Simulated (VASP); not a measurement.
# CaO (Fm-3m) in VASP: further runs, part 2 of 2

VASP 6.6.1.

## (4) Single point, PBE

This run uses another cell than the first one, of 13.89 Å³/atom.

The input, INCAR:

```
SYSTEM = CaO
  PREC = Accurate
  ENCUT = 520
  EDIFF = 1E-7
  ISMEAR = 0
  SIGMA = 0.013000000000000001
  LREAL = .FALSE.
  LASPH = .TRUE.
  NELM = 80
  ALGO = Normal
  ISIF = 2
  LWAVE = .FALSE.
  LCHARG = .TRUE.
  GGA = PE
  LELF = .TRUE.
  LVHAR = .TRUE.
  NBANDS = 15
```

The input, KPOINTS:

```
Automatic mesh
0
G
  10 10 10
  0 0 0
```

The input, POSCAR:

```
CaO
1.0
    0.0000000000      2.4035556960      2.4035556960
    2.4035556960      0.0000000000      2.4035556960
    2.4035556960      2.4035556960      0.0000000000
Ca O
1 1
Direct
    0.0000000000      0.0000000000      0.0000000000
    0.5000000000      0.5000000000      0.5000000000
```

Potentials or basis: VASP PAW PBE potentials, release 64 (Ca_sv, O).

The run is started by

```
$ cat potpaw_PBE.64/Ca_sv/POTCAR potpaw_PBE.64/O/POTCAR > POTCAR
$ mpirun -np 1 vasp_std > vasp.out
```

OUTCAR:

```text
SYSTEM = CaO
   PREC = Accurate
   ENCUT = 520
   EDIFF = 1E-7
   ISMEAR = 0
   LREAL = .FALSE.
   LASPH = .TRUE.
   NELM = 80
   ISIF = 2
   GGA = PE

 ion  position               nearest neighbor table
   1  0.000  0.000  0.000-   2 2.40   2 2.40   2 2.40   2 2.40   2 2.40   2 2.40
   2  0.500  0.500  0.500-   1 2.40   1 2.40   1 2.40   1 2.40   1 2.40   1 2.40

  LATTYP: Found a face centered cubic cell.
 ALAT       =     4.8071113920

  Lattice vectors:

 A1 = (   0.0000000000,   2.4035556960,   2.4035556960)
 A2 = (   2.4035556960,   0.0000000000,   2.4035556960)
 A3 = (   2.4035556960,   2.4035556960,   0.0000000000)

Analysis of symmetry for initial positions (statically):
=====================================================================
 Subroutine PRICEL returns:
 Original cell was already a primitive cell.

 Routine SETGRP: Setting up the symmetry group for a
 face centered cubic supercell.

 Subroutine GETGRP returns: Found 48 space group operations
 (whereof 48 operations were pure point group operations)
 out of a pool of 48 trial point group operations.

The static configuration has the point symmetry O_h .

Analysis of symmetry for dynamics (positions and initial velocities):
=====================================================================
 Subroutine PRICEL returns:
 Original cell was already a primitive cell.

 Routine SETGRP: Setting up the symmetry group for a
 face centered cubic supercell.

 Subroutine GETGRP returns: Found 48 space group operations
 (whereof 48 operations were pure point group operations)
 out of a pool of 48 trial point group operations.

The dynamic configuration has the point symmetry O_h .

 Subroutine INISYM returns: Found 48 space group operations
 (whereof 48 operations are pure point group operations),
 and found     1 'primitive' translations

----------------------------------------------------------------------------------------

                                     Primitive cell

  volume of cell :      27.7711

  direct lattice vectors                    reciprocal lattice vectors
     0.000000000  2.403555696  2.403555696    -0.208025136  0.208025136  0.208025136
     2.403555696  0.000000000  2.403555696     0.208025136 -0.208025136  0.208025136
     2.403555696  2.403555696  0.000000000     0.208025136  0.208025136 -0.208025136

  length of vectors
     3.399141063  3.399141063  3.399141063     0.360310104  0.360310104  0.360310104

  position of ions in fractional coordinates (direct lattice)
     0.000000000  0.000000000  0.000000000
     0.500000000  0.500000000  0.500000000

  ion indices of the primitive-cell ions
   primitive index   ion index
                 1           1
                 2           2

----------------------------------------------------------------------------------------

 KPOINTS: Automatic mesh

Automatic generation of k-mesh.
 Grid dimensions read from file:
 generate k-points for:   10   10   10

 Generating k-lattice:

  Cartesian coordinates                     Fractional coordinates (reciprocal lattice)
    -0.020802514  0.020802514  0.020802514     0.100000000  0.000000000  0.000000000
     0.020802514 -0.020802514  0.020802514     0.000000000  0.100000000  0.000000000
     0.020802514  0.020802514 -0.020802514     0.000000000  0.000000000  0.100000000

  Length of vectors
     0.036031010  0.036031010  0.036031010

  Shift w.r.t. Gamma in fractional coordinates (k-lattice)
     0.000000000  0.000000000  0.000000000

 Subroutine IBZKPT returns following result:
 ===========================================

 Found     47 irreducible k-points:

 Following reciprocal coordinates:
            Coordinates               Weight
  0.000000  0.000000  0.000000      1.000000
  0.100000  0.000000  0.000000      8.000000
  0.200000  0.000000  0.000000      8.000000
  0.300000  0.000000  0.000000      8.000000
  0.400000  0.000000  0.000000      8.000000
  0.500000  0.000000  0.000000      4.000000
[... 16 lines left out ...]
  0.300000  0.300000  0.000000      6.000000
  0.400000  0.300000  0.000000     24.000000
 [... further k-points ...]
   k-points           NKPTS =     47   k-points in BZ     NKDIM =     47   number of bands    NBANDS=     15
   number of dos      NEDOS =    301   number of ions     NIONS =      2
   total plane-waves  NPLWV =  21952
   dimension x,y,z NGX =    28 NGY =   28 NGZ =   28
   dimension x,y,z NGXF=    56 NGYF=   56 NGZF=   56
   ions per type =               1   1
   NGX,Y,Z   is equivalent  to a cutoff of  13.69, 13.69, 13.69 a.u.
   NGXF,Y,Z  is equivalent  to a cutoff of  27.39, 27.39, 27.39 a.u.
 SYSTEM =  CaO
   PREC   = accura    normal or accurate (medium, high low for compatibility)
   ISTART =      0    job   : 0-new  1-cont  2-samecut
   ICHARG =      2    charge: 1-file 2-atom 10-const
   ISPIN  =      1    spin polarized calculation?
   LNONCOLLINEAR =      F non collinear calculations
   LSORBIT =      F    spin-orbit coupling
   LASPH  =      T    aspherical Exc in radial PAW
   ENCUT  =  520.0 eV  38.22 Ry    6.18 a.u.   6.32  6.32  6.32*2*pi/ulx,y,z
   NELM   =     80;   NELMIN=  2; NELMDL= -5     # of ELM steps
   EDIFF  = 0.1E-06   stopping-criterion for ELM
   LREAL  =      F    real-space projection
   EDIFFG = 0.1E-05   stopping-criterion for IOM
   NSW    =      0    number of steps for IOM
   IBRION =     -1    ionic relax: 0-MD 1-quasi-New 2-CG
   NFREE  =      0    steps in history (QN), initial steepest desc. (CG)
   ISIF   =      2    stress and relaxation
   ISYM   =      2    0-nonsym 1-usesym 2-fastsym
   POTIM  = 0.5000    time-step for ionic-motion
   TEBEG  =    0.0;   TEEND  =   0.0 temperature during run
   PSTRESS=    0.0 pullay stress
   NELECT =      16.0000    total number of electrons
   NUPDOWN=      -1.0000    fix difference up-down
   EMIN   =  10.00;   EMAX   =-10.00  energy-range for DOS
   EFERMI =   0.00;   METHOD = LEGACY
   ISMEAR =     0;   SIGMA  =   0.01  broadening in eV -4-tet -1-fermi 0-gaus
   EFERMI_NEDOS =   21; number of points for ismear=-14 and -15
   IALGO  =     38    algorithm
   IMIX   =      4    mixing-type and parameters
     AMIX     =   0.40;   BMIX     =  1.00
     AMIX_MAG =   1.60;   BMIX_MAG =  1.00
  volume/ion in A,a.u.               =      13.89        93.70
  Fermi-wavevector in a.u.,A,eV,Ry     =   1.362231  2.574243 25.247954  1.855672
  Thomas-Fermi vector in A             =   2.488738
   LORBIT       =      0    0 simple, 1 ext, 2 COOP (PROOUT), +10 PAW based schemes
   GGA     = PE    functional components
   LHFCALC =     F    Hartree Fock is set to
   AEXX    =    0.0000 exact exchange contribution
   IVDW    =     0    specifies the selected vdW correction
   LEPSILON=     F    determine dielectric tensor
   LRPA    =     F    only Hartree local field effects (RPA)
 non-spin polarized calculation
 Gauss-broadening in eV      SIGMA  =   0.01
  energy-cutoff  :      520.00
  volume of cell :       27.77
 maximum number of plane-waves:       763
 NGX is ok and might be reduce to    28
   NGX = 13   NGY = 13   NGZ = 13

 number of electron      15.9999997 magnetization

 Free energy of the ion-electron system (eV)
  ---------------------------------------------------
  ext. energy  EPLUGINS =         0.00000000
  ---------------------------------------------------
  free energy    TOTEN  =       -12.80137717 eV

  energy without entropy =      -12.80137717  energy(sigma->0) =      -12.80137717

 E-fermi :   2.4403     XC(G=0): -10.4734

 val. band max:        2.3469328852   @ k =   0.0000   0.0000   0.0000
 cond. band min:       5.9829681160   @ k =   0.5000   0.5000   0.0000
 fundamental gap:      3.6360352307
 Fermi energy:         2.4403413838

 k-point     1 :       0.0000    0.0000    0.0000
  band No.  band energies     occupation
      1     -35.2911      2.00000
      2     -16.0553      2.00000
      3     -16.0553      2.00000
      4     -16.0553      2.00000
      5     -13.1844      2.00000
      6       2.3469      2.00000
      7       2.3469      2.00000
      8       2.3469      2.00000
      9       7.0567      0.00000
     10       8.5718      0.00000
     11       8.5718      0.00000
     12       8.5718      0.00000
     13      10.0747      0.00000
     14      10.0747      0.00000
[... 401 lines left out ...]
      2     -16.6988      2.00000
      3     -16.2543      2.00000
      4     -16.2272      2.00000
      5     -12.6657      2.00000
      6       0.6707      2.00000
      7       1.7934      2.00000
      8       1.8934      2.00000
      9       6.6523      0.00000
     10       9.9894      0.00000
     11      11.1212      0.00000
     12      11.2060      0.00000
     13      11.3436      0.00000
     14      13.1497      0.00000
     15      17.9186      0.00000

 [... further k-points ...]
[... 5 lines left out ...]
  --------------------------------------------------------------------------------------
  -------------------------------------------------------------------------------------
  Total        0.3816349      0.3816349      0.3816349      0.0000000      0.0000000      0.0000000
  in kB       22.0174021     22.0174021     22.0174021      0.0000000      0.0000000      0.0000000
  external PRESSURE =      22.0174021 kB  Pullay stress =       0.0000000 kB

 VOLUME and BASIS-vectors are now :
 -----------------------------------------------------------------------------
  energy-cutoff  :      520.00
  volume of cell :       27.77
      direct lattice vectors                 reciprocal lattice vectors
     0.000000000  2.403555696  2.403555696    -0.208025136  0.208025136  0.208025136
     2.403555696  0.000000000  2.403555696     0.208025136 -0.208025136  0.208025136
     2.403555696  2.403555696  0.000000000     0.208025136  0.208025136 -0.208025136

 POSITION                                       TOTAL-FORCE (eV/Angst)
 -----------------------------------------------------------------------------------
      0.00000      0.00000      0.00000        -0.000000      0.000000      0.000000
      2.40356      2.40356      2.40356         0.000000     -0.000000     -0.000000
 -----------------------------------------------------------------------------------
    total drift:                                0.000000      0.000000      0.000000

  FREE ENERGIE OF THE ION-ELECTRON SYSTEM (eV)
  ---------------------------------------------------
  free  energy   TOTEN  =       -12.8013771703 eV

  energy  without entropy=      -12.8013771703  energy(sigma->0) =      -12.80137717
```

stdout:

```text
POSCAR found type information on POSCAR CaO
 POSCAR found :  2 types and       2 ions
 scaLAPACK will be used
 LDA part: xc-table for (Slater+PW92), standard interpolation
 POSCAR, INCAR and KPOINTS ok, starting setup
 FFT: planning ... GRIDC
 FFT: planning ... GRID_SOFT
 FFT: planning ... GRID
 WAVECAR not read
 entering main loop
```

It took 40 s on 1 thread of Intel Xeon 8259CL, shared host; peak memory 0.17 GiB.

What came out:

```yaml
Free_energy: -12.8014 eV
Pressure: 2.2 GPa
Band_gap_on_the_k_mesh: 3.64 eV (least direct gap 4.01 eV)
```

A k mesh can miss the band edges.

## (5) Summary

```tsv
level	cell	smearing	gap on the mesh (eV)	pressure (GPa)
RPBE+D3(BJ)	a = 3.238 Å, angles 60.0°, 2 atoms	fermi-dirac 0.05 eV	3.65	1.2
PBEsol	a = 3.399 Å, angles 60.0°, 2 atoms	gaussian 0.05 eV	3.53	-2.2
PBE	a = 3.399 Å, angles 60.0°, 2 atoms	gaussian 0.013 eV	3.64	2.2
```

Alike in all rows: task single point; potentials or basis VASP PAW PBE potentials, release 64 (Ca_sv, O); no spin polarisation; k mesh 10 × 10 × 10; cutoff (eV) 520.

Caveats: the PAW data sets were made with another functional, which shifts forces and pressure a little (at least some runs).

Absolute energies hang on the potentials; compare differences alone.
